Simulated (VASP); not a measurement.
# SnO2 (Pnnm) in VASP: notebook

SnO2 is run at these levels: PBE; tasks: relaxation of cell and atoms, single point.

Everything below comes from runs of VASP 6.6.1. Logs are shortened: lines on timing, memory, paths and dates and some standing lists are left out, and cuts for length are marked.

## (1) The cell of the first run

The typed cell holds 6 atoms: a = 4.796 Å, b = 4.798 Å, c = 3.217 Å, α = 90.00°, β = 90.00°, γ = 90.00°.

## (2) Relaxation of cell and atoms, PBE, target pressure 2 GPa, at which the enthalpy is minimised

INCAR

```
PREC = Accurate
ENCUT = 600
EDIFF = 1E-7
ISMEAR = 0
SIGMA = 0.02
LREAL = False
LASPH = True
NELM = 80
ALGO = Normal
ISIF = 3
LWAVE = False
LCHARG = False
GGA = PE
IBRION = 2
NSW = 70
EDIFFG = -0.008
PSTRESS = 20.0
```

KPOINTS

```
Automatic mesh
0
Gamma
  6 6 8
```

POSCAR

```
SnO2
1.0
    4.7957068103      0.0000000000      0.0000000000
    0.0000000000      4.7975449540      0.0000000000
    0.0000000000      0.0000000000      3.2174953564
Sn O
2 4
Direct
    0.5000000000      0.5000000000      0.5000000000
    0.0000000000      0.0000000000      0.0000000000
    0.3064962479      0.3066616288      0.0000000000
    0.8064962479      0.1933383712      0.5000000000
    0.1935037521      0.8066616288      0.5000000000
    0.6935037521      0.6933383712      0.0000000000
```

Potentials or basis: VASP PAW PBE potentials, release 64 (Sn_d, O).

Command:

```bash
$ cat potpaw_PBE.64/Sn_d/POTCAR potpaw_PBE.64/O/POTCAR > POTCAR
$ mpirun -np 1 vasp_std > vasp.out
```

OUTCAR:

```text
PREC = Accurate
   ENCUT = 600
   EDIFF = 1E-7
   ISMEAR = 0
   LREAL = False
   LASPH = True
   NELM = 80
   ISIF = 3
   GGA = PE
   IBRION = 2
   NSW = 70
   EDIFFG = -0.008
   PSTRESS = 20.0

 ion  position               nearest neighbor table
   1  0.500  0.500  0.500-   3 2.08   6 2.08   3 2.08   6 2.08   5 2.08   4 2.08   2 3.75   2 3.75
                             2 3.75   2 3.75   2 3.75   2 3.75   2 3.75   2 3.75
   2  0.000  0.000  0.000-   4 2.08   5 2.08   4 2.08   5 2.08   3 2.08   6 2.08   1 3.75   1 3.75
                             1 3.75   1 3.75   1 3.75   1 3.75   1 3.75   1 3.75
   3  0.306  0.307  0.000-   1 2.08   1 2.08   2 2.08
   4  0.806  0.193  0.500-   2 2.08   2 2.08   1 2.08
   5  0.194  0.807  0.500-   2 2.08   2 2.08   1 2.08
   6  0.694  0.693  0.000-   1 2.08   1 2.08   2 2.08

  LATTYP: Found a simple orthorhombic cell.
 ALAT       =     3.2174953564
 B/A-ratio  =     1.4905093183
 C/A-ratio  =     1.4910806148

  Lattice vectors:

 A1 = (   0.0000000000,   0.0000000000,   3.2174953564)
 A2 = (   4.7957068103,   0.0000000000,   0.0000000000)
 A3 = (   0.0000000000,   4.7975449540,   0.0000000000)

Analysis of symmetry for initial positions (statically):
=====================================================================
 Subroutine PRICEL returns:
 Original cell was already a primitive cell.

 Routine SETGRP: Setting up the symmetry group for a
 simple orthorhombic supercell.

 Subroutine GETGRP returns: Found  8 space group operations
 (whereof  4 operations were pure point group operations)
 out of a pool of  8 trial point group operations.

The static configuration has the point symmetry C_2h.
 The point group associated with its full space group is D_2h.

Analysis of symmetry for dynamics (positions and initial velocities):
=====================================================================
 Subroutine PRICEL returns:
 Original cell was already a primitive cell.

 Routine SETGRP: Setting up the symmetry group for a
 simple orthorhombic supercell.

 Subroutine GETGRP returns: Found  8 space group operations
 (whereof  4 operations were pure point group operations)
 out of a pool of  8 trial point group operations.

The dynamic configuration has the point symmetry C_2h.
 The point group associated with its full space group is D_2h.

 Subroutine INISYM returns: Found  8 space group operations
 (whereof  4 operations are pure point group operations),
 and found     1 'primitive' translations

[... 109 lines left out ...]
   ISYM   =      2    0-nonsym 1-usesym 2-fastsym
   POTIM  = 0.5000    time-step for ionic-motion
   TEBEG  =    0.0;   TEEND  =   0.0 temperature during run
   PSTRESS=   20.0 pullay stress
   NELECT =      52.0000    total number of electrons
   NUPDOWN=      -1.0000    fix difference up-down
   EMIN   =  10.00;   EMAX   =-10.00  energy-range for DOS
   EFERMI =   0.00;   METHOD = LEGACY
   ISMEAR =     0;   SIGMA  =   0.02  broadening in eV -4-tet -1-fermi 0-gaus
   EFERMI_NEDOS =   21; number of points for ismear=-14 and -15
   IALGO  =     38    algorithm
   IMIX   =      4    mixing-type and parameters
     AMIX     =   0.40;   BMIX     =  1.00
     AMIX_MAG =   1.60;   BMIX_MAG =  1.00
  volume/ion in A,a.u.               =      12.34        83.26
  Fermi-wavevector in a.u.,A,eV,Ry     =   1.455278  2.750077 28.814897  2.117835
  Thomas-Fermi vector in A             =   2.572331
   LORBIT       =      0    0 simple, 1 ext, 2 COOP (PROOUT), +10 PAW based schemes
   GGA     = PE    functional components
   LHFCALC =     F    Hartree Fock is set to
   AEXX    =    0.0000 exact exchange contribution
   IVDW    =     0    specifies the selected vdW correction
   LEPSILON=     F    determine dielectric tensor
   LRPA    =     F    only Hartree local field effects (RPA)
 conjugate gradient relaxation of ions
 non-spin polarized calculation
 Gauss-broadening in eV      SIGMA  =   0.02
  energy-cutoff  :      600.00
  volume of cell :       74.03
 maximum number of plane-waves:      2499
 NGX is ok and might be reduce to    40

--------------------------------------- Ionic step        1  -------------------------------------------

 number of electron      52.0000006 magnetization

 Free energy of the ion-electron system (eV)
  ---------------------------------------------------
  ext. energy  EPLUGINS =         0.00000000
  ---------------------------------------------------
  free energy    TOTEN  =       -37.29691274 eV

  energy without entropy =      -37.29691274  energy(sigma->0) =      -37.29691274

------------------------ aborting loop because EDIFF is reached ----------------------------------------

  FORCE on cell =-STRESS in cart. coord.  units (eV):
  Direction    XX          YY          ZZ          XY          YZ          ZX
  --------------------------------------------------------------------------------------
  -------------------------------------------------------------------------------------
  Total        1.6935203      1.6826267      2.3348927     -0.0000000      0.0000000      0.0000000
  in kB       36.6531562     36.4173842     50.5344909     -0.0000000      0.0000000      0.0000000
  external PRESSURE =      21.2016771 kB  Pullay stress =      20.0000000 kB
[... 197 lines left out ...]
--------------------------------------- Ionic step        6  -------------------------------------------

 number of electron      52.0000003 magnetization

 Free energy of the ion-electron system (eV)
  ---------------------------------------------------
  ext. energy  EPLUGINS =         0.00000000
  ---------------------------------------------------
  free energy    TOTEN  =       -37.31172707 eV

  energy without entropy =      -37.31172707  energy(sigma->0) =      -37.31172707

 E-fermi :   5.7804     XC(G=0): -11.0278

 val. band max:        5.6391535068   @ k =   0.0000   0.0000   0.0000
 cond. band min:       6.3934524604   @ k =   0.0000   0.0000   0.0000
 fundamental gap:      0.7542989536
 Fermi energy:         5.7804292244

 k-point     1 :       0.0000    0.0000    0.0000
  band No.  band energies     occupation
      1     -15.4069      2.00000
      2     -14.7138      2.00000
      3     -14.5189      2.00000
      4     -14.4912      2.00000
      5     -14.4912      2.00000
      6     -14.4284      2.00000
[... 805 lines left out ...]
     30      13.0925      0.00000
     31      15.6292      0.00000

 [... further k-points ...]

------------------------ aborting loop because EDIFF is reached ----------------------------------------

  FORCE on cell =-STRESS in cart. coord.  units (eV):
  Direction    XX          YY          ZZ          XY          YZ          ZX
  --------------------------------------------------------------------------------------
  -------------------------------------------------------------------------------------
  Total        0.9455287      0.9394221      0.9693603      0.0000000      0.0000000      0.0000000
  in kB       20.2675255     20.1366311     20.7783599      0.0000000      0.0000000      0.0000000
  external PRESSURE =       0.3941722 kB  Pullay stress =      20.0000000 kB
[... 25 lines left out ...]
  energy  without entropy=      -37.3117270723  energy(sigma->0) =      -37.31172707

  enthalpy is  TOTEN    =       -36.3786791223 eV   P V=        0.9330479501

 reached required accuracy - stopping structural energy minimisation
```

Wall time 6.1 min (1 thread of Intel Xeon 6975P-C (Granite Rapids), shared host); peak memory 0.33 GiB.

Results:

```yaml
Free_energy: -37.3117 eV
Relaxed_volume: 12.46 Å³/atom
Relaxed_cell: a = 4.806 Å, b = 4.807 Å, c = 3.235 Å, α = 90.00°, β = 90.00°, γ = 90.00°
Space_group_after_relaxing_to_0.1_Å: P4_2/mnm (No. 136)
Energy_change_on_relaxing_the_run_minimises_the_enthalpy: -2.5 meV/atom
Ionic_steps: 6
Pressure_after_relaxing: 2.0 GPa
Band_gap_on_the_k_mesh: 0.75 eV
```

The path:
| step | energy change (eV) | largest force (eV/Å) | pressure (GPa) | volume (Å³) |
| --- | --- | --- | --- | --- |
| 1 | 0.0000 | 0.0860 | 4.12 | 74.03 |
| 2 | -0.0185 | 0.0923 | -0.62 | 75.79 |
| 3 | -0.0154 | 0.0036 | 1.95 | 74.79 |
| 4 | -0.0152 | 0.0052 | 2.02 | 74.78 |
| 5 | -0.0149 | 0.0014 | 2.03 | 74.76 |
| 6 | -0.0148 | 0.0003 | 2.04 | 74.75 |

Final structure:
```yaml
crystal:
  lattice:
    - [4.80607, 0.00000, 0.00000]
    - [0.00000, 4.80727, 0.00000]
    - [0.00000, 0.00000, 3.23516]
  atoms:
    - { symbol: Sn, position: [0.50000, 0.50000, 0.50000] }
    - { symbol: Sn, position: [0.00000, 0.00000, 0.00000] }
    - { symbol: O, position: [0.30621, 0.30637, 0.00000] }
    - { symbol: O, position: [0.80621, 0.19363, 0.50000] }
    - { symbol: O, position: [0.19379, 0.80637, 0.50000] }
    - { symbol: O, position: [0.69379, 0.69363, 0.00000] }
```

Caveat: the cell is relaxed towards a set pressure, so the run minimises the enthalpy, not the energy; semilocal functionals underestimate gaps, and a narrow one can read as zero; spin-orbit coupling is left out, which moves the levels of the heavy elements.

## (3) Single point, PBE

This run uses another cell than the first one: it holds 12 atoms, not 6.

INCAR

```
SYSTEM = SnO2
ALGO     = Normal         ! electronic algorithm
EDIFF    = 1E-6           ! SCF threshold, eV
ENCUT    = 520            ! plane-wave cutoff, eV
GGA      = PE             ! functional
ISIF     = 2              ! what is computed and relaxed
ISMEAR   = 0              ! smearing method
LASPH    = .TRUE.         ! aspherical terms in the spheres
LCHARG   = .FALSE.        ! write CHGCAR
LREAL    = .FALSE.        ! projectors in reciprocal space
LWAVE    = .FALSE.        ! write WAVECAR
NBANDS   = 64             ! bands
NELM     = 60             ! most SCF steps
PREC     = Accurate       ! precision mode
SIGMA    = 0.1            ! smearing width, eV
```

KPOINTS

```
k-points
0
G
  6 6 6
  0 0 0
```

POSCAR

```
SnO2
1.0
   -4.8265176513      0.0000000000      3.2381666488
    4.8265176513      0.0000000000      3.2381666488
    0.0000000000      4.8283676149     -3.2381666488
Sn O
4 8
Direct
    0.2500000000      0.7500000000      0.5000000000
    0.7500000000      0.2500000000      0.5000000000
    1.0000000000      0.0000000000      0.0000000000
    0.5000000000      0.5000000000      0.0000000000
    0.0000826907      0.3065789387      0.3066616294
    0.5000826907      0.8065789387      0.3066616294
    0.9434210613      0.7499173093      0.1933383706
    0.4434210613      0.2499173093      0.1933383706
    0.5565789387      0.7500826907      0.8066616294
    0.0565789387      0.2500826907      0.8066616294
    0.9999173093      0.6934210613      0.6933383706
    0.4999173093      0.1934210613      0.6933383706
```

Potentials or basis: VASP PAW PBE potentials, release 64 (Sn_d, O).

Command:

```bash
$ cat potpaw_PBE.64/Sn_d/POTCAR potpaw_PBE.64/O/POTCAR > POTCAR
$ mpirun -np 1 vasp_std > vasp.out
```

It took 19 min on 1 thread of Intel Xeon 8259CL, shared host; peak memory 0.52 GiB.

The run converged. Its results:

- Free energy: -74.6225 eV
- Pressure: 0.6 GPa
- Largest force: 0.017 eV/Å
- Band gap on the k mesh: 0.67 eV

Forces in eV/Å, atoms in the order of the input:
```
Sn   0.000  0.000  0.000
Sn   0.000  0.000  0.000
Sn   0.000  0.000  0.000
Sn   0.000  0.000  0.000
O   -0.012 -0.012  0.000
O   -0.012 -0.012  0.000
O   -0.012  0.012  0.000
O   -0.012  0.012  0.000
O    0.012 -0.012  0.000
O    0.012 -0.012  0.000
O    0.012  0.012  0.000
O    0.012  0.012  0.000
```

Stress tensor (GPa, compression positive):
```
0.53 0.00 0.00
0.00 0.50 0.00
0.00 0.00 0.81
```

Levels at points of the mesh, in eV from the valence-band top:
```tsv
k point	band 50	band 51	band 52	band 53	band 54	band 55
(0.00, 0.00, 0.00)	-0.74	-0.74	0.00	0.67	4.35	4.35
(0.50, 0.00, 0.00)	-0.81	-0.49	-0.49	4.01	4.01	5.61
(0.50, 0.50, 0.00)	-0.75	-0.61	-0.61	3.88	3.88	5.85
(0.00, 0.00, 0.50)	-0.75	-0.61	-0.61	3.88	3.88	5.85
(0.50, 0.50, 0.50)	-1.18	-0.85	-0.85	4.27	4.27	5.59
```

Caveat: semilocal functionals underestimate gaps, and a narrow one can read as zero; spin-orbit coupling is left out, which moves the levels of the heavy elements.
